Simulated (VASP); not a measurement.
# Ge (P6_3/mmc) in VASP: further runs

Ge is run at these levels: PBE; tasks: single point.

Everything below comes from runs of VASP 6.6.1. Logs are shortened: lines on timing, memory, paths and dates and some standing lists are left out, and cuts for length are marked.

## Step 1: The cell of the first run

Symmetry: P6_3/mmc, No. 194, hexagonal system. The conventional cell has a = 3.900 Å, b = 3.900 Å, c = 6.637 Å, α = 90.00°, β = 90.00°, γ = 120.00°. Ge (site symmetry 3m) has 4 Ge at 2.18 to 2.52 Å within 2.9 Å.

This isn't the form of Ge at room conditions, which is diamond.

## Step 2: Single point, PBE (strained)

Input file INCAR:

```
PREC     = Accurate       # precision mode
ENCUT    = 520            # plane-wave cutoff, eV
EDIFF    = 1E-6           # SCF threshold, eV
ISMEAR   = 0              # smearing method
SIGMA    = 0.1            # smearing width, eV
LREAL    = F              # projectors in reciprocal space
LASPH    = T              # aspherical terms in the spheres
NELM     = 60             # most SCF steps
ALGO     = Normal         # electronic algorithm
ISIF     = 2              # what is computed and relaxed
LWAVE    = F              # write WAVECAR
LCHARG   = T              # write CHGCAR
GGA      = PE             # functional
LELF     = T              # ELF
LVHAR    = T            
NBANDS   = 36             # bands
```

Input file KPOINTS:

```
regular mesh
0
Gamma
  12 12 6
```

Input file POSCAR:

```
Ge
1.0
    3.9003645554      0.0000000000      0.0000000000
   -1.9501822777      3.3778147890      0.0000000000
    0.0000000000      0.0000000000      6.6368624168
Ge
4
Direct
    0.6666666667      0.3333333333      0.0856306650
    0.3333333333      0.6666666667      0.5856306650
    0.6666666667      0.3333333333      0.4143693350
    0.3333333333      0.6666666667      0.9143693350
```

Potentials or basis: VASP PAW PBE potentials, release 64 (Ge_d).

Launch:

```bash
> cat potpaw_PBE.64/Ge_d/POTCAR > POTCAR
> mpirun -np 1 vasp_std > vasp.out
```

OUTCAR:

```text
PREC = Accurate
   ENCUT = 520
   EDIFF = 1E-6
   ISMEAR = 0
   LREAL = F
   LASPH = T
   NELM = 60
   ISIF = 2
   GGA = PE

 ion  position               nearest neighbor table
   1  0.667  0.333  0.086-   3 2.18   4 2.52   4 2.52   4 2.52
   2  0.333  0.667  0.586-   4 2.18   3 2.52   3 2.52   3 2.52
   3  0.667  0.333  0.414-   1 2.18   2 2.52   2 2.52   2 2.52
   4  0.333  0.667  0.914-   2 2.18   1 2.52   1 2.52   1 2.52

  LATTYP: Found a hexagonal cell.
 ALAT       =     3.9003645554
 C/A-ratio  =     1.7016005357

  Lattice vectors:

 A1 = (   3.9003645554,   0.0000000000,   0.0000000000)
 A2 = (  -1.9501822777,   3.3778147890,   0.0000000000)
 A3 = (   0.0000000000,   0.0000000000,   6.6368624168)

Analysis of symmetry for initial positions (statically):
=====================================================================
 Subroutine PRICEL returns:
 Original cell was already a primitive cell.

 Routine SETGRP: Setting up the symmetry group for a
 hexagonal supercell.

 Subroutine GETGRP returns: Found 24 space group operations
 (whereof 12 operations were pure point group operations)
 out of a pool of 24 trial point group operations.

The static configuration has the point symmetry D_3d.
 The point group associated with its full space group is D_6h.

Analysis of symmetry for dynamics (positions and initial velocities):
=====================================================================
 Subroutine PRICEL returns:
 Original cell was already a primitive cell.

 Routine SETGRP: Setting up the symmetry group for a
 hexagonal supercell.

 Subroutine GETGRP returns: Found 24 space group operations
 (whereof 12 operations were pure point group operations)
 out of a pool of 24 trial point group operations.

The dynamic configuration has the point symmetry D_3d.
 The point group associated with its full space group is D_6h.

 Subroutine INISYM returns: Found 24 space group operations
 (whereof 12 operations are pure point group operations),
 and found     1 'primitive' translations

----------------------------------------------------------------------------------------

                                     Primitive cell

  volume of cell :      87.4387

  direct lattice vectors                    reciprocal lattice vectors
     3.900364555  0.000000000  0.000000000     0.256386291  0.148024694  0.000000000
    -1.950182278  3.377814789  0.000000000     0.000000000  0.296049388  0.000000000
     0.000000000  0.000000000  6.636862417     0.000000000  0.000000000  0.150673607

  length of vectors
     3.900364555  3.900364555  6.636862417     0.296049388  0.296049388  0.150673607

  position of ions in fractional coordinates (direct lattice)
     0.666666667  0.333333333  0.085630665
     0.333333333  0.666666667  0.585630665
     0.666666667  0.333333333  0.414369335
     0.333333333  0.666666667  0.914369335

  ion indices of the primitive-cell ions
   primitive index   ion index
                 1           1
                 2           2
                 3           3
                 4           4

----------------------------------------------------------------------------------------

 KPOINTS: regular mesh

Automatic generation of k-mesh.
 Grid dimensions read from file:
 generate k-points for:   12   12    6

 Generating k-lattice:

  Cartesian coordinates                     Fractional coordinates (reciprocal lattice)
     0.021365524  0.012335391  0.000000000     0.083333333  0.000000000  0.000000000
     0.000000000  0.024670782  0.000000000     0.000000000  0.083333333  0.000000000
     0.000000000  0.000000000  0.025112268     0.000000000  0.000000000  0.166666667

  Length of vectors
     0.024670782  0.024670782  0.025112268

  Shift w.r.t. Gamma in fractional coordinates (k-lattice)
     0.000000000  0.000000000  0.000000000

 Subroutine IBZKPT returns following result:
 ===========================================

 Found     76 irreducible k-points:

 Following reciprocal coordinates:
            Coordinates               Weight
  0.000000  0.000000  0.000000      1.000000
  0.083333  0.000000  0.000000      6.000000
  0.166667  0.000000  0.000000      6.000000
  0.250000  0.000000  0.000000      6.000000
  0.333333  0.000000  0.000000      6.000000
  0.416667  0.000000  0.000000      6.000000
[... 16 lines left out ...]
  0.250000  0.000000  0.166667     12.000000
  0.333333  0.000000  0.166667     12.000000
 [... further k-points ...]
   k-points           NKPTS =     76   k-points in BZ     NKDIM =     76   number of bands    NBANDS=     36
   number of dos      NEDOS =    301   number of ions     NIONS =      4
   total plane-waves  NPLWV =  45000
   dimension x,y,z NGX =    30 NGY =   30 NGZ =   50
   dimension x,y,z NGXF=    60 NGYF=   60 NGZF=  100
   ions per type =               4
   NGX,Y,Z   is equivalent  to a cutoff of  12.79, 12.79, 12.52 a.u.
   NGXF,Y,Z  is equivalent  to a cutoff of  25.57, 25.57, 25.05 a.u.
 SYSTEM =  unknown system
   PREC   = accura    normal or accurate (medium, high low for compatibility)
   ISTART =      0    job   : 0-new  1-cont  2-samecut
   ICHARG =      2    charge: 1-file 2-atom 10-const
   ISPIN  =      1    spin polarized calculation?
   LNONCOLLINEAR =      F non collinear calculations
   LSORBIT =      F    spin-orbit coupling
   LASPH  =      T    aspherical Exc in radial PAW
   ENCUT  =  520.0 eV  38.22 Ry    6.18 a.u.   7.25  7.25 12.34*2*pi/ulx,y,z
   NELM   =     60;   NELMIN=  2; NELMDL= -5     # of ELM steps
   EDIFF  = 0.1E-05   stopping-criterion for ELM
   LREAL  =      F    real-space projection
   EDIFFG = 0.1E-04   stopping-criterion for IOM
   NSW    =      0    number of steps for IOM
   IBRION =     -1    ionic relax: 0-MD 1-quasi-New 2-CG
   NFREE  =      0    steps in history (QN), initial steepest desc. (CG)
   ISIF   =      2    stress and relaxation
   ISYM   =      2    0-nonsym 1-usesym 2-fastsym
   POTIM  = 0.5000    time-step for ionic-motion
   TEBEG  =    0.0;   TEEND  =   0.0 temperature during run
   PSTRESS=    0.0 pullay stress
   NELECT =      56.0000    total number of electrons
   NUPDOWN=      -1.0000    fix difference up-down
   EMIN   =  10.00;   EMAX   =-10.00  energy-range for DOS
   EFERMI =   0.00;   METHOD = LEGACY
   ISMEAR =     0;   SIGMA  =   0.10  broadening in eV -4-tet -1-fermi 0-gaus
   EFERMI_NEDOS =   21; number of points for ismear=-14 and -15
   IALGO  =     38    algorithm
   IMIX   =      4    mixing-type and parameters
     AMIX     =   0.40;   BMIX     =  1.00
     AMIX_MAG =   1.60;   BMIX_MAG =  1.00
  volume/ion in A,a.u.               =      21.86       147.52
  Fermi-wavevector in a.u.,A,eV,Ry     =   1.411138  2.666665 27.093432  1.991311
  Thomas-Fermi vector in A             =   2.533020
   LORBIT       =      0    0 simple, 1 ext, 2 COOP (PROOUT), +10 PAW based schemes
   GGA     = PE    functional components
   LHFCALC =     F    Hartree Fock is set to
   AEXX    =    0.0000 exact exchange contribution
   IVDW    =     0    specifies the selected vdW correction
   LEPSILON=     F    determine dielectric tensor
   LRPA    =     F    only Hartree local field effects (RPA)
 non-spin polarized calculation
 Gauss-broadening in eV      SIGMA  =   0.10
  energy-cutoff  :      520.00
  volume of cell :       87.44
 maximum number of plane-waves:      2377
 NGX is ok and might be reduce to    30
   NGX = 15   NGY = 15   NGZ = 25

 number of electron      55.9999972 magnetization

 Free energy of the ion-electron system (eV)
  ---------------------------------------------------
  ext. energy  EPLUGINS =         0.00000000
  ---------------------------------------------------
  free energy    TOTEN  =       -16.75511542 eV

  energy without entropy =      -16.75026001  energy(sigma->0) =      -16.75268771

 E-fermi :   5.5051     XC(G=0): -10.1286

 val. band max:        5.4945868068   @ k =   0.0833   0.0833   0.1667
 cond. band min:       5.5282656905   @ k =   0.4167   0.0833   0.3333
 fundamental gap:      0.0336788837
 Fermi energy:         5.5051442183

 k-point     1 :       0.0000    0.0000    0.0000
  band No.  band energies     occupation
      1     -19.8658      2.00000
      2     -19.8047      2.00000
      3     -19.7205      2.00000
      4     -19.7205      2.00000
      5     -19.6390      2.00000
      6     -19.6390      2.00000
[... 28 lines left out ...]
     35      10.4837      0.00000
     36      11.5007      0.00000

 k-point     2 :       0.0833    0.0000    0.0000
  band No.  band energies     occupation
      1     -19.8656      2.00000
      2     -19.8063      2.00000
      3     -19.7199      2.00000
      4     -19.7165      2.00000
      5     -19.6371      2.00000
      6     -19.6371      2.00000
[... 28 lines left out ...]
     35      10.8063      0.00000
     36      11.6924      0.00000

 k-point     3 :       0.1667    0.0000    0.0000
  band No.  band energies     occupation
      1     -19.8648      2.00000
      2     -19.8107      2.00000
      3     -19.7182      2.00000
      4     -19.7049      2.00000
      5     -19.6318      2.00000
      6     -19.6317      2.00000
[... 28 lines left out ...]
     35      11.3725      0.00000
     36      11.6166      0.00000

 k-point     4 :       0.2500    0.0000    0.0000
  band No.  band energies     occupation
      1     -19.8629      2.00000
      2     -19.8171      2.00000
      3     -19.7157      2.00000
      4     -19.6874      2.00000
      5     -19.6243      2.00000
      6     -19.6234      2.00000
[... 28 lines left out ...]
     35      11.8890      0.00000
     36      12.6552      0.00000

 k-point     5 :       0.3333    0.0000    0.0000
  band No.  band energies     occupation
      1     -19.8599      2.00000
      2     -19.8243      2.00000
      3     -19.7132      2.00000
      4     -19.6665      2.00000
      5     -19.6158      2.00000
      6     -19.6137      2.00000
[... 655 lines left out ...]
 k-point    22 :       0.1667    0.0000    0.1667
  band No.  band energies     occupation
      1     -19.8609      2.00000
      2     -19.8140      2.00000
      3     -19.7137      2.00000
      4     -19.7014      2.00000
      5     -19.6398      2.00000
      6     -19.6390      2.00000
[... 28 lines left out ...]
     35      11.3175      0.00000
     36      11.3983      0.00000

 k-point    23 :       0.2500    0.0000    0.1667
  band No.  band energies     occupation
      1     -19.8592      2.00000
      2     -19.8193      2.00000
      3     -19.7113      2.00000
      4     -19.6851      2.00000
      5     -19.6338      2.00000
      6     -19.6318      2.00000
[... 28 lines left out ...]
     35      11.8363      0.00000
     36      12.2757      0.00000

 k-point    24 :       0.3333    0.0000    0.1667
  band No.  band energies     occupation
      1     -19.8565      2.00000
      2     -19.8252      2.00000
      3     -19.7087      2.00000
      4     -19.6659      2.00000
      5     -19.6273      2.00000
      6     -19.6236      2.00000
[... 28 lines left out ...]
     35      12.9887      0.00000
     36      13.1748      0.00000

 [... further k-points ...]

------------------------ aborting loop because EDIFF is reached ----------------------------------------

  FORCE on cell =-STRESS in cart. coord.  units (eV):
  Direction    XX          YY          ZZ          XY          YZ          ZX
  --------------------------------------------------------------------------------------
  -------------------------------------------------------------------------------------
  Total        1.1186450      1.1186450     11.7509437      0.0000000      0.0000000      0.0000000
  in kB       20.4974108     20.4974108    215.3175754      0.0000000      0.0000000      0.0000000
  external PRESSURE =      85.4374656 kB  Pullay stress =       0.0000000 kB

 VOLUME and BASIS-vectors are now :
 -----------------------------------------------------------------------------
  energy-cutoff  :      520.00
  volume of cell :       87.44
      direct lattice vectors                 reciprocal lattice vectors
     3.900364555  0.000000000  0.000000000     0.256386291  0.148024694  0.000000000
    -1.950182278  3.377814789  0.000000000     0.000000000  0.296049388  0.000000000
     0.000000000  0.000000000  6.636862417     0.000000000  0.000000000  0.150673607

 POSITION                                       TOTAL-FORCE (eV/Angst)
 -----------------------------------------------------------------------------------
      1.95018      1.12594      0.56832         0.000000      0.000000     -4.419990
     -0.00000      2.25188      3.88675        -0.000000     -0.000000     -4.419990
      1.95018      1.12594      2.75011        -0.000000      0.000000      4.419990
     -0.00000      2.25188      6.06854         0.000000     -0.000000      4.419990
 -----------------------------------------------------------------------------------
    total drift:                               -0.000000      0.000000      0.000000

  FREE ENERGIE OF THE ION-ELECTRON SYSTEM (eV)
  ---------------------------------------------------
  free  energy   TOTEN  =       -16.7551154191 eV

  energy  without entropy=      -16.7502600059  energy(sigma->0) =      -16.75268771
```

Run time: 5.9 min. Hardware: 1 thread of Intel Xeon 8259CL, shared host; peak memory 0.3 GiB.

Results:

```yaml
Free_energy: -16.7551 eV
Pressure: 8.5 GPa
Largest_force: 4.420 eV/Å
Band_gap_on_the_k_mesh: zero (bands 28 and 29 overlap by 1.26 eV)
```

Forces in eV/Å, atoms in the order of the input:
```
Ge   0.000  0.000 -4.420
Ge   0.000  0.000 -4.420
Ge   0.000  0.000  4.420
Ge   0.000  0.000  4.420
```

Stress tensor (GPa, compression positive):
```
 2.05  0.00  0.00
 0.00  2.05  0.00
 0.00  0.00 21.53
```

Caveat: the cell differs from its parent crystal (strained); the stress differs along the axes, from 2 to 22 GPa; forces of over 1 eV/Å act on the atoms, so gaps and moduli don't describe the material at rest.

## Step 3: Single point, PBE (strained)

Input file INCAR:

```
SYSTEM = Ge
PREC = Accurate
ENCUT = 520
EDIFF = 1E-7
ISMEAR = 0
SIGMA = 0.1
LREAL = .False.
LASPH = .True.
NELM = 60
ALGO = Normal
ISIF = 2
LWAVE = .False.
LCHARG = .False.
GGA = PE
NBANDS = 36
```

Input file KPOINTS:

```
Automatic mesh
0
Gamma
  12 12 6
  0 0 0
```

Input file POSCAR:

```
Ge
1.0
    4.0675435954      0.0000000000      0.0000000000
   -2.0337717977      3.5225960846      0.0000000000
    0.0000000000      0.0000000000      6.5168857256
Ge
4
Direct
    0.6666666667      0.3333333333      0.0250188917
    0.3333333333      0.6666666667      0.5250188917
    0.6666666667      0.3333333333      0.4749811083
    0.3333333333      0.6666666667      0.9749811083
```

Potentials or basis: VASP PAW PBE potentials, release 64 (Ge_d).

Launch:

```bash
> cat potpaw_PBE.64/Ge_d/POTCAR > POTCAR
> mpirun -np 1 vasp_std > vasp.out
```

Run time: 6.6 min. Hardware: 1 thread of Intel Xeon 8259CL, shared host; peak memory 0.31 GiB.

The run converged. Its results:

```
Free energy            : -16.6727 eV
Pressure               : 4.0 GPa
Largest force          : 1.757 eV/Å
Band gap on the k mesh : zero (bands 28 and 29 overlap by 1.79 eV)
```

Forces in eV/Å, atoms in the order of the input:
```
Ge   0.000  0.000  1.757
Ge   0.000  0.000  1.757
Ge   0.000  0.000 -1.757
Ge   0.000  0.000 -1.757
```

Stress tensor (GPa, compression positive):
```
 8.36  0.00  0.00
 0.00  8.36  0.00
 0.00  0.00 -4.77
```

Levels at points of the mesh, in eV from the Fermi level:
```
           k point  band 24  band 25  band 26  band 27  band 28  band 29  band 30  band 31  band 32  band 33
(0.00, 0.00, 0.00)    -2.10    -2.10    -1.88    -1.00    -1.00    -0.29     1.37     2.17     2.37     2.37
(0.50, 0.00, 0.00)    -7.49    -3.64    -3.63    -2.47    -1.76    -0.39     1.27     3.18     5.05     5.11
(0.00, 0.00, 0.50)    -3.34    -1.61    -1.61    -1.61    -1.61    -1.07    -1.07     3.03     3.03     3.03
(0.50, 0.00, 0.50)    -8.36    -3.13    -3.13    -1.40    -1.40     0.38     0.38     1.15     1.15     7.41
```

Caveat: the cell differs from its parent crystal (strained); the stress differs along the axes, from -5 to 8 GPa; forces of over 1 eV/Å act on the atoms, so gaps and moduli don't describe the material at rest.

## Step 4: Single point, PBE (strained)

Input file INCAR:

```
ALGO = Normal
EDIFF = 1E-6
ENCUT = 520
GGA = PE
ISIF = 2
ISMEAR = 0
LASPH = True
LCHARG = True
LELF = True
LREAL = False
LVHAR = True
LWAVE = False
NBANDS = 36
NELM = 60
PREC = Accurate
SIGMA = 0.1
```

Input file KPOINTS:

```
k-points
0
Gamma
  12 12 6
```

Input file POSCAR:

```
Ge
1.0
    4.1528121014      0.0000000000      0.0000000000
   -2.0764060507      3.5964407770      0.0000000000
    0.0000000000      0.0000000000      6.2616877803
Ge
4
Direct
    0.6666666667      0.3333333333      0.0250188917
    0.3333333333      0.6666666667      0.5250188917
    0.6666666667      0.3333333333      0.4749811083
    0.3333333333      0.6666666667      0.9749811083
```

Potentials or basis: VASP PAW PBE potentials, release 64 (Ge_d).

Launch:

```bash
> cat potpaw_PBE.64/Ge_d/POTCAR > POTCAR
> mpirun -np 1 vasp_std > vasp.out
```

OUTCAR:

```text
EDIFF = 1E-6
   ENCUT = 520
   GGA = PE
   ISIF = 2
   ISMEAR = 0
   LASPH = True
   LREAL = False
   NELM = 60
   PREC = Accurate

 ion  position               nearest neighbor table
   1  0.667  0.333  0.025-   4 2.42   4 2.42   4 2.42   3 2.82
   2  0.333  0.667  0.525-   3 2.42   3 2.42   3 2.42   4 2.82
   3  0.667  0.333  0.475-   2 2.42   2 2.42   2 2.42   1 2.82
   4  0.333  0.667  0.975-   1 2.42   1 2.42   1 2.42   2 2.82

  LATTYP: Found a hexagonal cell.
[... 1137 lines left out ...]
  FORCE on cell =-STRESS in cart. coord.  units (eV):
  Direction    XX          YY          ZZ          XY          YZ          ZX
  --------------------------------------------------------------------------------------
  -------------------------------------------------------------------------------------
  Total        2.3843949      2.3843949     -0.8816099     -0.0000000     -0.0000000     -0.0000000
  in kB       40.8490692     40.8490692    -15.1035988     -0.0000000     -0.0000000     -0.0000000
  external PRESSURE =      22.1981799 kB  Pullay stress =       0.0000000 kB

 VOLUME and BASIS-vectors are now :
 -----------------------------------------------------------------------------
  energy-cutoff  :      520.00
  volume of cell :       93.52
      direct lattice vectors                 reciprocal lattice vectors
     4.152812101  0.000000000  0.000000000     0.240800685  0.139026340  0.000000000
    -2.076406051  3.596440777  0.000000000     0.000000000  0.278052681  0.000000000
     0.000000000  0.000000000  6.261687780     0.000000000  0.000000000  0.159701351

 POSITION                                       TOTAL-FORCE (eV/Angst)
 -----------------------------------------------------------------------------------
      2.07641      1.19881      0.15666         0.000000      0.000000      1.593578
     -0.00000      2.39763      3.28750        -0.000000      0.000000      1.593578
      2.07641      1.19881      2.97418         0.000000      0.000000     -1.593578
     -0.00000      2.39763      6.10503         0.000000     -0.000000     -1.593578
 -----------------------------------------------------------------------------------
    total drift:                               -0.000000      0.000000     -0.000000

  FREE ENERGIE OF THE ION-ELECTRON SYSTEM (eV)
  ---------------------------------------------------
  free  energy   TOTEN  =       -16.9007789189 eV

  energy  without entropy=      -16.8945147955  energy(sigma->0) =      -16.89764686
```

Wall time 4.9 min (1 thread of Intel Xeon 8259CL, shared host); peak memory 0.32 GiB.

What came out:

```
Free energy            : -16.9008 eV
Pressure               : 2.2 GPa
Largest force          : 1.594 eV/Å
Band gap on the k mesh : zero (bands 28 and 29 overlap by 1.55 eV)
```

Forces in eV/Å, atoms in the order of the input:
```
Ge   0.000  0.000  1.594
Ge   0.000  0.000  1.594
Ge   0.000  0.000 -1.594
Ge   0.000  0.000 -1.594
```

Caveat: the cell differs from its parent crystal (strained); the stress differs along the axes, from -2 to 4 GPa; forces of over 1 eV/Å act on the atoms, so gaps and moduli don't describe the material at rest.

[end of part 1 of 2]

The gap in the log of VASP goes by the Fermi energy; the results here count the filled bands.